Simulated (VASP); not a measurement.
# Mg3TeSe2 in VASP: further runs

The runs below take Mg3TeSe2 through single point, with PBE.

All numbers are computed with VASP 6.6.1; they aren't measurements. Logs are shortened: lines on timing, memory, paths and dates and some standing lists are left out, and cuts for length are marked.

## 1. The cell of the first run

The structure is trigonal, space group P-3m1 (No. 164). The conventional cell has a = 4.008 Å, b = 4.008 Å, c = 9.823 Å, α = 90.00°, β = 90.00°, γ = 120.00°. Within 3.7 Å of Mg (site symmetry 3m) lie 3 Se at 2.79 Å and 3 Te at 2.92 Å. Within 3.7 Å of Mg (site symmetry -3m) lie 6 Se at 2.79 Å. Within 3.8 Å of Te (site symmetry -3m) lie 6 Mg at 2.92 Å. Se (site symmetry 3m) has 6 Mg at 2.79 Å within 3.7 Å.

## 2. Single point, PBE

INCAR

```
PREC = Accurate
ENCUT = 520
EDIFF = 1E-6
ISMEAR = 0
SIGMA = 0.1
LREAL = False
LASPH = True
NELM = 100
ALGO = Normal
ISIF = 2
LWAVE = False
LCHARG = False
GGA = PE
NBANDS = 21
```

KPOINTS

```
regular mesh
0
Gamma
  6 6 2
```

POSCAR

```
Mg3TeSe2
1.0
    4.0077262000      0.0000000000      0.0000000000
   -2.0038631000      3.4707927000      0.0000000000
    0.0000000000      0.0000000000      9.8229679000
Mg Te Se
3 1 2
Direct
    0.3333333000      0.6666667000      0.1817390000
    0.6666667000      0.3333333000      0.8182610000
    0.0000000000      0.0000000000      0.5000000000
    0.0000000000      0.0000000000      0.0000000000
    0.3333333000      0.6666667000      0.6593450000
    0.6666667000      0.3333333000      0.3406550000
```

Potentials or basis: VASP PAW PBE potentials, release 64 (Mg, Te, Se).

Launch:

```
$ cat potpaw_PBE.64/Mg/POTCAR potpaw_PBE.64/Te/POTCAR potpaw_PBE.64/Se/POTCAR > POTCAR
$ mpirun -np 1 vasp_std > vasp.out
```

OUTCAR:

```text
PREC = Accurate
   ENCUT = 520
   EDIFF = 1E-6
   ISMEAR = 0
   LREAL = False
   LASPH = True
   NELM = 100
   ISIF = 2
   GGA = PE

 ion  position               nearest neighbor table
   1  0.333  0.667  0.182-   6 2.79   6 2.79   6 2.79   4 2.92   4 2.92   4 2.92
   2  0.667  0.333  0.818-   5 2.79   5 2.79   5 2.79   4 2.92   4 2.92   4 2.92
   3  0.000  0.000  0.500-   5 2.79   6 2.79   5 2.79   6 2.79   6 2.79   5 2.79
   4  0.000  0.000  0.000-   1 2.92   2 2.92   1 2.92   2 2.92   2 2.92   1 2.92
   5  0.333  0.667  0.659-   2 2.79   2 2.79   2 2.79   3 2.79   3 2.79   3 2.79
   6  0.667  0.333  0.341-   1 2.79   1 2.79   1 2.79   3 2.79   3 2.79   3 2.79

  LATTYP: Found a hexagonal cell.
 ALAT       =     4.0077262000
 C/A-ratio  =     2.4510077310

  Lattice vectors:

 A1 = (   4.0077262000,   0.0000000000,   0.0000000000)
 A2 = (  -2.0038631000,   3.4707927000,   0.0000000000)
 A3 = (   0.0000000000,   0.0000000000,   9.8229679000)

Analysis of symmetry for initial positions (statically):
=====================================================================
 Subroutine PRICEL returns:
 Original cell was already a primitive cell.

 Routine SETGRP: Setting up the symmetry group for a
 hexagonal supercell.

 Subroutine GETGRP returns: Found 12 space group operations
 (whereof 12 operations were pure point group operations)
 out of a pool of 24 trial point group operations.

The static configuration has the point symmetry D_3d.

Analysis of symmetry for dynamics (positions and initial velocities):
=====================================================================
 Subroutine PRICEL returns:
 Original cell was already a primitive cell.

 Routine SETGRP: Setting up the symmetry group for a
 hexagonal supercell.

 Subroutine GETGRP returns: Found 12 space group operations
 (whereof 12 operations were pure point group operations)
 out of a pool of 24 trial point group operations.

The dynamic configuration has the point symmetry D_3d.

 Subroutine INISYM returns: Found 12 space group operations
 (whereof 12 operations are pure point group operations),
 and found     1 'primitive' translations

----------------------------------------------------------------------------------------

                                     Primitive cell

  volume of cell :     136.6374

  direct lattice vectors                    reciprocal lattice vectors
     4.007726200  0.000000000  0.000000000     0.249518043  0.144059310  0.000000000
    -2.003863100  3.470792700  0.000000000     0.000000000  0.288118619  0.000000000
     0.000000000  0.000000000  9.822967900     0.000000000  0.000000000  0.101802226

  length of vectors
     4.007726200  4.007726199  9.822967900     0.288118619  0.288118619  0.101802226

  position of ions in fractional coordinates (direct lattice)
     0.333333300  0.666666700  0.181739000
     0.666666700  0.333333300  0.818261000
     0.000000000  0.000000000  0.500000000
     0.000000000  0.000000000  0.000000000
     0.333333300  0.666666700  0.659345000
     0.666666700  0.333333300  0.340655000

  ion indices of the primitive-cell ions
   primitive index   ion index
                 1           1
                 2           2
                 3           3
                 4           4
                 5           5
                 6           6

----------------------------------------------------------------------------------------

 KPOINTS: regular mesh

Automatic generation of k-mesh.
 Grid dimensions read from file:
 generate k-points for:    6    6    2

 Generating k-lattice:

  Cartesian coordinates                     Fractional coordinates (reciprocal lattice)
     0.041586341  0.024009885  0.000000000     0.166666667  0.000000000  0.000000000
     0.000000000  0.048019770  0.000000000     0.000000000  0.166666667  0.000000000
     0.000000000  0.000000000  0.050901113     0.000000000  0.000000000  0.500000000

  Length of vectors
     0.048019770  0.048019770  0.050901113

  Shift w.r.t. Gamma in fractional coordinates (k-lattice)
     0.000000000  0.000000000  0.000000000

 Subroutine IBZKPT returns following result:
 ===========================================

 Found     14 irreducible k-points:

 Following reciprocal coordinates:
            Coordinates               Weight
  0.000000  0.000000  0.000000      1.000000
  0.166667 -0.000000  0.000000      6.000000
  0.333333  0.000000  0.000000      6.000000
  0.500000  0.000000  0.000000      3.000000
  0.166667  0.166667  0.000000      6.000000
  0.333333  0.166667  0.000000     12.000000
  0.333333  0.333333  0.000000      2.000000
  0.000000  0.000000  0.500000      1.000000
  0.166667 -0.000000  0.500000      6.000000
  0.333333  0.000000  0.500000      6.000000
  0.500000  0.000000  0.500000      3.000000
  0.166667  0.166667  0.500000      6.000000
  0.333333  0.166667  0.500000     12.000000
  0.333333  0.333333  0.500000      2.000000
   k-points           NKPTS =     14   k-points in BZ     NKDIM =     14   number of bands    NBANDS=     21
   number of dos      NEDOS =    301   number of ions     NIONS =      6
   total plane-waves  NPLWV =  72000
   dimension x,y,z NGX =    30 NGY =   30 NGZ =   80
   dimension x,y,z NGXF=    60 NGYF=   60 NGZF=  160
   ions per type =               3   1   2
   NGX,Y,Z   is equivalent  to a cutoff of  12.44, 12.44, 13.54 a.u.
   NGXF,Y,Z  is equivalent  to a cutoff of  24.89, 24.89, 27.08 a.u.
 SYSTEM =  unknown system
   PREC   = accura    normal or accurate (medium, high low for compatibility)
   ISTART =      0    job   : 0-new  1-cont  2-samecut
   ICHARG =      2    charge: 1-file 2-atom 10-const
   ISPIN  =      1    spin polarized calculation?
   LNONCOLLINEAR =      F non collinear calculations
   LSORBIT =      F    spin-orbit coupling
   LASPH  =      T    aspherical Exc in radial PAW
   ENCUT  =  520.0 eV  38.22 Ry    6.18 a.u.   7.45  7.45 18.26*2*pi/ulx,y,z
   NELM   =    100;   NELMIN=  2; NELMDL= -5     # of ELM steps
   EDIFF  = 0.1E-05   stopping-criterion for ELM
   LREAL  =      F    real-space projection
[... 7 lines left out ...]
   TEBEG  =    0.0;   TEEND  =   0.0 temperature during run
   PSTRESS=    0.0 pullay stress
   NELECT =      24.0000    total number of electrons
   NUPDOWN=      -1.0000    fix difference up-down
   EMIN   =  10.00;   EMAX   =-10.00  energy-range for DOS
   EFERMI =   0.00;   METHOD = LEGACY
   ISMEAR =     0;   SIGMA  =   0.10  broadening in eV -4-tet -1-fermi 0-gaus
   EFERMI_NEDOS =   21; number of points for ismear=-14 and -15
   IALGO  =     38    algorithm
   IMIX   =      4    mixing-type and parameters
     AMIX     =   0.40;   BMIX     =  1.00
     AMIX_MAG =   1.60;   BMIX_MAG =  1.00
  volume/ion in A,a.u.               =      22.77       153.68
  Fermi-wavevector in a.u.,A,eV,Ry     =   0.916830  1.732557 11.436745  0.840577
  Thomas-Fermi vector in A             =   2.041730
   LORBIT       =      0    0 simple, 1 ext, 2 COOP (PROOUT), +10 PAW based schemes
   GGA     = PE    functional components
   LHFCALC =     F    Hartree Fock is set to
   AEXX    =    0.0000 exact exchange contribution
   IVDW    =     0    specifies the selected vdW correction
   LEPSILON=     F    determine dielectric tensor
   LRPA    =     F    only Hartree local field effects (RPA)
 non-spin polarized calculation
 Gauss-broadening in eV      SIGMA  =   0.10
  energy-cutoff  :      520.00
  volume of cell :      136.64
 maximum number of plane-waves:      3715
 NGX is ok and might be reduce to    30

 number of electron      24.0000000 magnetization

 Free energy of the ion-electron system (eV)
  ---------------------------------------------------
  ext. energy  EPLUGINS =         0.00000000
  ---------------------------------------------------
  free energy    TOTEN  =       -21.08533547 eV

  energy without entropy =      -21.08531459  energy(sigma->0) =      -21.08532503

 E-fermi :   4.5477     XC(G=0):  -9.2434

 val. band max:        4.3143288662   @ k =   0.0000   0.0000   0.0000
 cond. band min:       4.7805941326   @ k =   0.5000   0.0000   0.0000
 fundamental gap:      0.4662652664
 Fermi energy:         4.5476674394

 k-point     1 :       0.0000    0.0000    0.0000
  band No.  band energies     occupation
      1      -9.1778      2.00000
      2      -8.6291      2.00000
      3      -7.0241      2.00000
      4      -0.3742      2.00000
      5      -0.3328      2.00000
      6       2.6328      2.00000
[... 13 lines left out ...]
     20      10.3264      0.00000
     21      10.4689      0.00000

 k-point     2 :       0.1667   -0.0000    0.0000
  band No.  band energies     occupation
      1      -9.0152      2.00000
      2      -8.5193      2.00000
      3      -6.8224      2.00000
      4      -0.2574      2.00000
      5      -0.1908      2.00000
      6       1.5517      2.00000
[... 13 lines left out ...]
     20      10.2483      0.00000
     21      10.4964      0.00000

 k-point     3 :       0.3333    0.0000    0.0000
  band No.  band energies     occupation
      1      -8.6297      2.00000
      2      -8.2986      2.00000
      3      -6.3403      2.00000
      4      -0.6055      2.00000
      5      -0.3001      2.00000
      6       0.2260      2.00000
[... 13 lines left out ...]
     20      10.2862      0.00000
     21      10.3974      0.00000
[... 217 lines left out ...]
 k-point    13 :       0.3333    0.1667    0.5000
  band No.  band energies     occupation
      1      -8.3832      2.00000
      2      -8.2097      2.00000
      3      -6.0475      2.00000
      4      -0.8998      2.00000
      5      -0.2713      2.00000
      6       0.0783      2.00000
[... 13 lines left out ...]
     20      10.2476      0.00000
     21      10.5060      0.00000

 k-point    14 :       0.3333    0.3333    0.5000
  band No.  band energies     occupation
      1      -8.2088      2.00000
      2      -8.2088      2.00000
      3      -5.8867      2.00000
      4      -0.5319      2.00000
      5      -0.3671      2.00000
      6      -0.3671      2.00000
[... 13 lines left out ...]
     20      10.9620      0.00000
     21      11.0111      0.00000

------------------------ aborting loop because EDIFF is reached ----------------------------------------

  FORCE on cell =-STRESS in cart. coord.  units (eV):
  Direction    XX          YY          ZZ          XY          YZ          ZX
  --------------------------------------------------------------------------------------
  -------------------------------------------------------------------------------------
  Total       -0.0375730     -0.0375730     -0.1077322      0.0000000      0.0000000      0.0000000
  in kB       -0.4405720     -0.4405720     -1.2632419      0.0000000      0.0000000      0.0000000
  external PRESSURE =      -0.7147953 kB  Pullay stress =       0.0000000 kB

 VOLUME and BASIS-vectors are now :
 -----------------------------------------------------------------------------
  energy-cutoff  :      520.00
  volume of cell :      136.64
      direct lattice vectors                 reciprocal lattice vectors
     4.007726200  0.000000000  0.000000000     0.249518043  0.144059310  0.000000000
    -2.003863100  3.470792700  0.000000000     0.000000000  0.288118619  0.000000000
     0.000000000  0.000000000  9.822967900     0.000000000  0.000000000  0.101802226

 POSITION                                       TOTAL-FORCE (eV/Angst)
 -----------------------------------------------------------------------------------
     -0.00000      2.31386      1.78522        -0.000000      0.000000      0.003213
      2.00386      1.15693      8.03775        -0.000000      0.000000     -0.003213
      0.00000      0.00000      4.91148        -0.000000      0.000000     -0.000000
      0.00000      0.00000      0.00000        -0.000000      0.000000     -0.000000
     -0.00000      2.31386      6.47672         0.000000     -0.000000     -0.000902
      2.00386      1.15693      3.34624        -0.000000      0.000000      0.000902
 -----------------------------------------------------------------------------------
    total drift:                                0.000000      0.000000     -0.000000

  FREE ENERGIE OF THE ION-ELECTRON SYSTEM (eV)
  ---------------------------------------------------
  free  energy   TOTEN  =       -21.0853354722 eV

  energy  without entropy=      -21.0853145909  energy(sigma->0) =      -21.08532503
```

It took 27 s on 1 thread of Intel Xeon Platinum 8559C (Emerald Rapids), shared host; peak memory 0.25 GiB.

What came out:

| Quantity | Value |
| --- | --- |
| Free energy | -21.0853 eV |
| Pressure | -0.1 GPa |
| Largest force | 0.003 eV/Å |
| Band gap on the k mesh | 0.47 eV, indirect (least direct gap 1.19 eV) |

Forces on the atoms (eV/Å):
```
Mg   0.000  0.000  0.003
Mg   0.000  0.000 -0.003
Mg   0.000  0.000  0.000
Te   0.000  0.000  0.000
Se   0.000  0.000 -0.001
Se   0.000  0.000  0.001
```

Caveat: spin-orbit coupling is left out, which moves the levels of the heavy elements. A k mesh can miss the band edges.

## 3. Single point, PBE

This run uses another cell than the first one: it holds 12 atoms, not 6.

INCAR

```
ALGO = Normal
EDIFF = 1E-7
ENCUT = 520
GGA = PE
ISIF = 2
ISMEAR = 0
LASPH = T
LCHARG = T
LELF = T
LREAL = F
LVHAR = T
LWAVE = F
NBANDS = 36
NELM = 60
PREC = Accurate
SIGMA = 0.1
```

KPOINTS

```
k-points
0
Gamma
  6 6 1
```

POSCAR

```
Mg3TeSe2
1.0
    4.0077261996      0.0000000000      0.0000000000
   -2.0038630998      3.4707927003      0.0000000000
    0.0000000000      0.0000000000     19.6459358000
Mg Te Se
6 2 4
Direct
    0.3333333333      0.6666666667      0.0908695000
    0.3333333333      0.6666666667      0.5908695000
    0.6666666667      0.3333333333      0.4091305000
    0.6666666667      0.3333333333      0.9091305000
    0.0000000000      0.0000000000      0.2500000000
    0.0000000000      0.0000000000      0.7500000000
    0.0000000000      0.0000000000      0.0000000000
    0.0000000000      0.0000000000      0.5000000000
    0.3333333333      0.6666666667      0.3296725000
    0.3333333333      0.6666666667      0.8296725000
    0.6666666667      0.3333333333      0.1703275000
    0.6666666667      0.3333333333      0.6703275000
```

Potentials or basis: VASP PAW PBE potentials, release 64 (Mg, Te, Se).

Launch:

```
$ cat potpaw_PBE.64/Mg/POTCAR potpaw_PBE.64/Te/POTCAR potpaw_PBE.64/Se/POTCAR > POTCAR
$ mpirun -np 1 vasp_std > vasp.out
```

Wall time 64 s (1 thread of Intel Xeon Platinum 8559C (Emerald Rapids), shared host); peak memory 0.37 GiB.

The run converged. Its results:

| Property | Result |
| --- | --- |
| Free energy | -42.1707 eV |
| Pressure | -0.1 GPa |
| Largest force | 0.003 eV/Å |
| Band gap on the k mesh | 0.47 eV |

Forces in eV/Å, atoms in the order of the input:
```
Mg   0.000  0.000  0.003
Mg   0.000  0.000  0.003
Mg   0.000  0.000 -0.003
Mg   0.000  0.000 -0.003
Mg   0.000  0.000  0.000
Mg   0.000  0.000  0.000
Te   0.000  0.000  0.000
Te   0.000  0.000  0.000
Se   0.000  0.000 -0.001
Se   0.000  0.000 -0.001
Se   0.000  0.000  0.001
Se   0.000  0.000  0.001
```

Stress tensor (GPa, compression positive):
```
-0.05  0.00  0.00
 0.00 -0.05  0.00
 0.00  0.00 -0.13
```

Levels at points of the mesh, in eV from the valence-band top:
```tsv
k point	band 21	band 22	band 23	band 24	band 25	band 26	band 27	band 28
(0.00, 0.00, 0.00)	-0.01	-0.01	0.00	0.00	1.19	2.28	2.31	2.51
(0.50, 0.00, 0.00)	-2.04	-1.29	-1.10	-0.98	0.47	1.39	1.45	2.80
```

Caveat: spin-orbit coupling is left out, which moves the levels of the heavy elements. Expect the measured gap to be larger: semilocal functionals such as PBE lack the derivative discontinuity.

## 4. Single point, PBE

INCAR

```
PREC = Accurate ; ENCUT = 520
EDIFF = 1E-6 ; ISMEAR = 0
SIGMA = 0.02 ; LREAL = F
LASPH = T ; NELM = 60
ALGO = Normal ; ISIF = 2
LWAVE = F ; LCHARG = T
GGA = PE ; LELF = T
LVHAR = T ; NBANDS = 21
```

KPOINTS

```
regular mesh
0
Gamma
  12 12 4
```

POSCAR

```
Mg3TeSe2
1.0
    4.0077261996      0.0000000000      0.0000000000
   -2.0038630998      3.4707927003      0.0000000000
    0.0000000000      0.0000000000      9.8229679000
Mg Te Se
3 1 2
Direct
    0.3333333333      0.6666666667      0.1817390000
    0.6666666667      0.3333333333      0.8182610000
    0.0000000000      0.0000000000      0.5000000000
    0.0000000000      0.0000000000      0.0000000000
    0.3333333333      0.6666666667      0.6593450000
    0.6666666667      0.3333333333      0.3406550000
```

Launch:

```
$ cat potpaw_PBE.64/Mg/POTCAR potpaw_PBE.64/Te/POTCAR potpaw_PBE.64/Se/POTCAR > POTCAR
$ mpirun -np 1 vasp_std > vasp.out
```

It took 1.7 min on 1 thread of Intel Xeon Platinum 8559C (Emerald Rapids), shared host; peak memory 0.38 GiB.

It converged, with:

| Item | Value |
| --- | --- |
| Free energy | -21.0987 eV |
| Pressure | -0.1 GPa |
| Largest force | 0.007 eV/Å |
| Band gap on the k mesh | 0.47 eV, indirect (least direct gap 1.19 eV) |

Forces in eV/Å, atoms in the order of the input:
```
Mg   0.000  0.000  0.007
Mg   0.000  0.000 -0.007
Mg   0.000  0.000  0.000
Te   0.000  0.000  0.000
Se   0.000  0.000  0.000
Se   0.000  0.000  0.000
```

Levels at points of the mesh, in eV from the valence-band top:
```csv
k point,band 10,band 11,band 12,band 13,band 14,band 15
"(0.00, 0.00, 0.00)",-0.81,0.00,0.00,1.19,2.51,3.72
"(0.50, 0.00, 0.00)",-2.15,-2.04,-1.10,0.47,2.81,2.91
"(0.00, 0.00, 0.50)",-1.40,-0.01,-0.01,2.29,2.31,3.78
"(0.50, 0.00, 0.50)",-2.19,-1.28,-0.98,1.40,1.46,2.83
```

Caveat: spin-orbit coupling is left out, which moves the levels of the heavy elements. A k mesh can miss the band edges.

## 5. Single point, PBE

INCAR

```
SYSTEM = Mg3TeSe2
ALGO = Normal
EDIFF = 1E-6
ENCUT = 520
GGA = PE
ISIF = 2
ISMEAR = 0
LASPH = .TRUE.
LCHARG = .TRUE.
LELF = .TRUE.
LREAL = .FALSE.
LVHAR = .TRUE.
LWAVE = .FALSE.
NBANDS = 21
NELM = 60
PREC = Accurate
SIGMA = 0.02
```

KPOINTS

```
k-points
0
G
  12 12 4
  0 0 0
```

POSCAR is that of step 4.

Launch:

```
$ cat potpaw_PBE.64/Mg/POTCAR potpaw_PBE.64/Te/POTCAR potpaw_PBE.64/Se/POTCAR > POTCAR
$ mpirun -np 1 vasp_std > vasp.out
```

Run time: 1.9 min. Hardware: 1 thread of Intel Xeon Platinum 8559C (Emerald Rapids), shared host; peak memory 0.38 GiB.

It converged, with:

```
Free energy            : -21.0987 eV
Pressure               : -0.1 GPa
Largest force          : 0.007 eV/Å
Band gap on the k mesh : 0.47 eV, indirect (least direct gap 1.19 eV)
```

Forces on the atoms (eV/Å):
```
Mg   0.000  0.000  0.007
Mg   0.000  0.000 -0.007
Mg   0.000  0.000  0.000
Te   0.000  0.000  0.000
Se   0.000  0.000  0.000
Se   0.000  0.000  0.000
```

Levels at points of the mesh, in eV from the valence-band top:
```
           k point  band 10  band 11  band 12  band 13  band 14  band 15
(0.00, 0.00, 0.00)    -0.81     0.00     0.00     1.19     2.51     3.72
(0.50, 0.00, 0.00)    -2.15    -2.04    -1.10     0.47     2.81     2.91
(0.00, 0.00, 0.50)    -1.40    -0.01    -0.01     2.29     2.31     3.78
(0.50, 0.00, 0.50)    -2.19    -1.28    -0.98     1.40     1.46     2.83
```

Caveat: spin-orbit coupling is left out, which moves the levels of the heavy elements.

[end of part 1 of 2]
